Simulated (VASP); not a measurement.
## K2S: single point with PBEsol

The system is K2S.

```xyz
3
Lattice="0.0000 3.3488 3.3488 3.3488 0.0000 3.3488 3.3488 3.3488 0.0000" Properties=species:S:1:pos:R:3 pbc="T T T"
K     1.6744    1.6744    1.6744
K     5.0231    5.0231    5.0231
S     0.0000    0.0000    0.0000
```

```yaml
Program: VASP 6.6.1
Task: single point
Functional: PBEsol
Potentials_or_basis: VASP PAW PBE potentials, release 64 (K_sv, S)
Cutoff: 500 eV
k_mesh: 6 × 6 × 6
Occupations: gaussian, width 0.01 eV
Spin: no spin polarisation
```

* Pressure: 10.2 GPa
* Band gap on the k mesh: 3.01 eV (least direct gap 3.30 eV)

Levels at points of the mesh, in eV from the valence-band top:
```csv
k point,band 10,band 11,band 12,band 13,band 14,band 15
"(0.00, 0.00, 0.00)",-0.65,-0.65,-0.65,3.01,5.19,5.19
"(0.50, 0.00, 0.00)",-0.82,-0.28,-0.28,5.00,6.01,6.01
"(0.50, 0.50, 0.00)",-1.18,0.00,0.00,3.30,5.62,6.70
```

It took 12 s on 1 thread of Intel(R) Xeon(R) 6975P-C (Granite Rapids) (shared host), peak memory 0.2 GiB.

Caveat: the cell stands under pressure; the PAW data sets were made with another functional, which shifts forces and pressure a little. A k mesh can miss the band edges.
